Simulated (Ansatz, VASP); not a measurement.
# One calculation of Si4Ru, two programs

```
CELL_PARAMETERS angstrom
0.00000 2.72614 5.34227
2.69256 0.00000 5.34227
2.69256 2.72614 0.00000
ATOMIC_POSITIONS crystal
Si 0.36015 0.36015 0.13985
Si 0.13985 0.13985 0.36015
Si 0.63985 0.63985 0.86015
Si 0.86015 0.86015 0.63985
Ru 0.00000 0.00000 0.00000
```

Alike in both runs: task single point; functional PBE; k mesh 6 × 6 × 6; occupations gaussian, width 0.1 eV; collinear spin.

|  | VASP | Ansatz |
| --- | --- | --- |
| version | VASP 6.6.1 | Ansatz 0.2.0 |
| potentials or method | VASP PAW PBE potentials, release 64 (Si, Ru_pv), cutoff 500 eV | scalar-relativistic, plane waves, PAW |
| valence electrons in the cell | 30 | 32 |

VASP gave:

| Item | Value |
| --- | --- |
| gap on the k mesh at the Fermi level (eV) | none |
| pressure (GPa) | 0.2 |
| traceless stress, the component that is largest in VASP (GPa) | -0.73 |
| rms of the force components (eV/Å) | 0.040 |
| net moment per atom (μB) | 0.00 |

**Question.** What did Ansatz give for the same quantities?

**Answer.** gap on the k mesh at the Fermi level (eV): none; pressure (GPa): 0.2; traceless stress, the component that is largest in VASP (GPa): -0.75; rms of the force components (eV/Å): 0.044; net moment per atom (μB): 0.00.

Atom by atom the forces differ by 0.004 eV/Å (rms over components). A gap of «none» marks a metal or a gap that the smearing closes. The functional is the same, so the differences come from potentials, cutoffs and numerics. VASP's potentials hold 30 valence electrons a cell and Ansatz's 32, so a difference there can come from the potentials and not from the codes. Ansatz's warnings: seeded moment not kept.
